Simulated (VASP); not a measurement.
# Mg2Si3 (C2/m) in VASP: single point with PBE

Aim: the single point of Mg2Si3 with PBE.

All numbers are computed with VASP 6.6.1; they aren't measurements. Logs are shortened: lines on timing, memory, paths and dates and some standing lists are left out, and cuts for length are marked.

## (1) The cell of the first run

Symmetry: C2/m, No. 12, monoclinic system. The conventional cell has a = 11.882 Å, b = 3.839 Å, c = 9.167 Å, α = 90.00°, β = 112.41°, γ = 90.00°. Mg (site symmetry m) has 8 Si at 2.76 to 3.59 Å and 4 Mg at 3.04 to 3.34 Å within 3.6 Å. Mg (site symmetry m) has 9 Si at 2.74 to 3.93 Å and 6 Mg at 3.04 to 3.99 Å within 4.0 Å. Within 3.2 Å of Si (site symmetry m) lie 3 Si at 2.40 to 2.42 Å and 3 Mg at 2.74 to 3.07 Å. Within 3.2 Å of Si (site symmetry m) lie 3 Si at 2.42 to 2.43 Å and 4 Mg at 2.76 to 2.86 Å. Within 3.2 Å of Si (site symmetry m) lie 2 Si at 2.43 to 2.45 Å and 6 Mg at 2.78 to 2.83 Å.

## (2) Single point, PBE

Contents of INCAR:

```
  PREC = Accurate
  ENCUT = 520
  EDIFF = 1E-6
  ISMEAR = 0
  SIGMA = 0.1
  LREAL = F
  LASPH = T
  NELM = 60
  ALGO = Normal
  ISIF = 2
  LWAVE = F
  LCHARG = F
  GGA = PE
  NBANDS = 27
```

Contents of KPOINTS:

```
regular mesh
0
Gamma
  10 10 6
```

Contents of POSCAR:

```
Mg2Si3
1.0
    5.9407837202     -1.9195960217      0.0292089159
    5.9407837202      1.9195960217      0.0292089159
   -3.5356239348      0.0000000000      8.4575696085
Mg Si
4 6
Direct
    0.3585285061      0.3585285061     -0.0039100094
    0.6414714939      0.6414714939      1.0039100094
    0.3165394424      0.3165394424      0.6477165395
    0.6834605576      0.6834605576      0.3522834605
    0.6028062668      0.6028062668      0.5954408296
    0.3971937332      0.3971937332      0.4045591704
    0.1270277401      0.1270277401      0.7659783115
    0.8729722599      0.8729722599      0.2340216885
    0.9587626018      0.9587626018      0.8556902369
    0.0412373982      0.0412373982      0.1443097631
```

Potentials or basis: VASP PAW PBE potentials, release 64 (Mg, Si).

Command:

```bash
cat potpaw_PBE.64/Mg/POTCAR potpaw_PBE.64/Si/POTCAR > POTCAR
mpirun -np 1 vasp_std > vasp.out
```

OUTCAR:

```text
PREC = Accurate
   ENCUT = 520
   EDIFF = 1E-6
   ISMEAR = 0
   LREAL = F
   LASPH = T
   NELM = 60
   ISIF = 2
   GGA = PE

 ion  position               nearest neighbor table
   1  0.359  0.359  0.996-   7 2.76   9 2.82   9 2.82  10 2.83  10 2.83   8 2.86   8 2.86   3 3.04
                             2 3.24   2 3.24   2 3.34
   2  0.641  0.641  0.004-   8 2.76  10 2.82  10 2.82   9 2.83   9 2.83   7 2.86   7 2.86   4 3.04
                             1 3.24   1 3.24   1 3.34
   3  0.317  0.317  0.648-   6 2.74   9 2.78   9 2.78   7 2.85   1 3.04   5 3.07   5 3.07   4 3.20
                             4 3.20
   4  0.683  0.683  0.352-   5 2.74  10 2.78  10 2.78   8 2.85   2 3.04   6 3.07   6 3.07   3 3.20
                             3 3.20
   5  0.603  0.603  0.595-   6 2.40   7 2.42   7 2.42   4 2.74   3 3.07   3 3.07
   6  0.397  0.397  0.405-   5 2.40   8 2.42   8 2.42   3 2.74   4 3.07   4 3.07
   7  0.127  0.127  0.766-   5 2.42   5 2.42   9 2.43   1 2.76   3 2.85   2 2.86   2 2.86
   8  0.873  0.873  0.234-   6 2.42   6 2.42  10 2.43   2 2.76   4 2.85   1 2.86   1 2.86
   9  0.959  0.959  0.856-   7 2.43  10 2.45   3 2.78   3 2.78   1 2.82   1 2.82   2 2.83   2 2.83

  10  0.041  0.041  0.144-   8 2.43   9 2.45   4 2.78   4 2.78   2 2.82   2 2.82   1 2.83   1 2.83

  LATTYP: Found a base centered monoclinic cell.
 ALAT       =    11.8817110503
 B/A-ratio  =     0.3231177755
 C/A-ratio  =     0.7715091661
 COS(beta)  =    -0.3811558988

  Lattice vectors:

 A1 = (   5.9407837202,  -1.9195960217,   0.0292089159)
 A2 = (   5.9407837202,   1.9195960217,   0.0292089159)
 A3 = (  -3.5356239348,   0.0000000000,   8.4575696085)

Analysis of symmetry for initial positions (statically):
=====================================================================
 Subroutine PRICEL returns:
 Original cell was already a primitive cell.

 Routine SETGRP: Setting up the symmetry group for a
 base centered monoclinic supercell.

 Subroutine GETGRP returns: Found  4 space group operations
 (whereof  4 operations were pure point group operations)
 out of a pool of  4 trial point group operations.

The static configuration has the point symmetry C_2h.

Analysis of symmetry for dynamics (positions and initial velocities):
=====================================================================
 Subroutine PRICEL returns:
 Original cell was already a primitive cell.

 Routine SETGRP: Setting up the symmetry group for a
 base centered monoclinic supercell.

 Subroutine GETGRP returns: Found  4 space group operations
 (whereof  4 operations were pure point group operations)
 out of a pool of  4 trial point group operations.

[... 127 lines left out ...]
   NELECT =      32.0000    total number of electrons
   NUPDOWN=      -1.0000    fix difference up-down
   EMIN   =  10.00;   EMAX   =-10.00  energy-range for DOS
   EFERMI =   0.00;   METHOD = LEGACY
   ISMEAR =     0;   SIGMA  =   0.10  broadening in eV -4-tet -1-fermi 0-gaus
   EFERMI_NEDOS =   21; number of points for ismear=-14 and -15
   IALGO  =     38    algorithm
   IMIX   =      4    mixing-type and parameters
     AMIX     =   0.40;   BMIX     =  1.00
     AMIX_MAG =   1.60;   BMIX_MAG =  1.00
  volume/ion in A,a.u.               =      19.33       130.44
  Fermi-wavevector in a.u.,A,eV,Ry     =   0.898913  1.698700 10.994124  0.808045
  Thomas-Fermi vector in A             =   2.021682
   LORBIT       =      0    0 simple, 1 ext, 2 COOP (PROOUT), +10 PAW based schemes
   GGA     = PE    functional components
   LHFCALC =     F    Hartree Fock is set to
   AEXX    =    0.0000 exact exchange contribution
   IVDW    =     0    specifies the selected vdW correction
   LEPSILON=     F    determine dielectric tensor
   LRPA    =     F    only Hartree local field effects (RPA)
 non-spin polarized calculation
 Gauss-broadening in eV      SIGMA  =   0.10
  energy-cutoff  :      520.00
  volume of cell :      193.30
 maximum number of plane-waves:      5240
   NGX = 23   NGY = 23   NGZ = 35

 number of electron      32.0000000 magnetization

 Free energy of the ion-electron system (eV)
  ---------------------------------------------------
  ext. energy  EPLUGINS =         0.00000000
  ---------------------------------------------------
  free energy    TOTEN  =       -38.06849429 eV

  energy without entropy =      -38.05656858  energy(sigma->0) =      -38.06253143

 E-fermi :   5.5827     XC(G=0):  -9.4325

 val. band max:        5.5776556968   @ k =  -0.1000   0.5000   0.1667
 cond. band min:       5.5863188614   @ k =  -0.3000   0.4000   0.3333
 fundamental gap:      0.0086631646
 Fermi energy:         5.5827137129

 k-point     1 :       0.0000    0.0000    0.0000
  band No.  band energies     occupation
      1      -6.0468      2.00000
      2      -4.7451      2.00000
      3      -4.2392      2.00000
      4      -1.7023      2.00000
      5      -1.1816      2.00000
      6      -0.0642      2.00000
[... 709 lines left out ...]
     26       8.9745      0.00000
     27       9.4141      0.00000

 [... further k-points ...]

------------------------ aborting loop because EDIFF is reached ----------------------------------------

  FORCE on cell =-STRESS in cart. coord.  units (eV):
  Direction    XX          YY          ZZ          XY          YZ          ZX
  --------------------------------------------------------------------------------------
  -------------------------------------------------------------------------------------
  Total       -0.1722873     -0.1448325     -0.1615269      0.0000000      0.0000000      0.0031461
  in kB       -1.4280488     -1.2004821     -1.3388582      0.0000000      0.0000000      0.0260774
  external PRESSURE =      -1.3224630 kB  Pullay stress =       0.0000000 kB

 VOLUME and BASIS-vectors are now :
 -----------------------------------------------------------------------------
  energy-cutoff  :      520.00
  volume of cell :      193.30
      direct lattice vectors                 reciprocal lattice vectors
     5.940783720 -1.919596022  0.029208916     0.083991345 -0.260471471  0.035111956
     5.940783720  1.919596022  0.029208916     0.083991345  0.260471471  0.035111956
    -3.535623935  0.000000000  8.457569609    -0.000580142  0.000000000  0.117994753

 POSITION                                       TOTAL-FORCE (eV/Angst)
 -----------------------------------------------------------------------------------
      0.73808      0.00000      8.44544         0.004382      0.000000     -0.001032
      7.60786      0.00000      0.07054        -0.004382      0.000000      0.001032
      1.47090      0.00000      5.49660        -0.003616      0.000000      0.001114
      6.87504      0.00000      3.01939         0.003616      0.000000     -0.001114
      5.05703      0.00000      5.07120         0.000745      0.000000      0.001878
      3.28892      0.00000      3.44479        -0.000745      0.000000     -0.001878
     -1.19892      0.00000      6.48574         0.002973      0.000000      0.002837
      9.54487      0.00000      2.03025        -0.002973      0.000000     -0.002837
      8.36620      0.00000      7.29307         0.003735      0.000000      0.002906
     -0.02026      0.00000      1.22292        -0.003735      0.000000     -0.002906
 -----------------------------------------------------------------------------------
    total drift:                               -0.000000     -0.000000      0.000000

  FREE ENERGIE OF THE ION-ELECTRON SYSTEM (eV)
  ---------------------------------------------------
  free  energy   TOTEN  =       -38.0684942906 eV

  energy  without entropy=      -38.0565685766  energy(sigma->0) =      -38.06253143
```

Wall time 32 min (1 thread of AMD EPYC 7R13, shared host); peak memory 0.87 GiB.

Results:

```yaml
Free_energy: -38.0685 eV
Pressure: -0.1 GPa
Largest_force: 0.005 eV/Å
Band_gap_on_the_k_mesh: zero (bands 16 and 17 overlap by 1.32 eV)
```

Forces on the atoms (eV/Å):
```
Mg   0.004  0.000 -0.001
Mg  -0.004  0.000  0.001
Mg  -0.004  0.000  0.001
Mg   0.004  0.000 -0.001
Si   0.001  0.000  0.002
Si  -0.001  0.000 -0.002
Si   0.003  0.000  0.003
Si  -0.003  0.000 -0.003
Si   0.004  0.000  0.003
Si  -0.004  0.000 -0.003
```
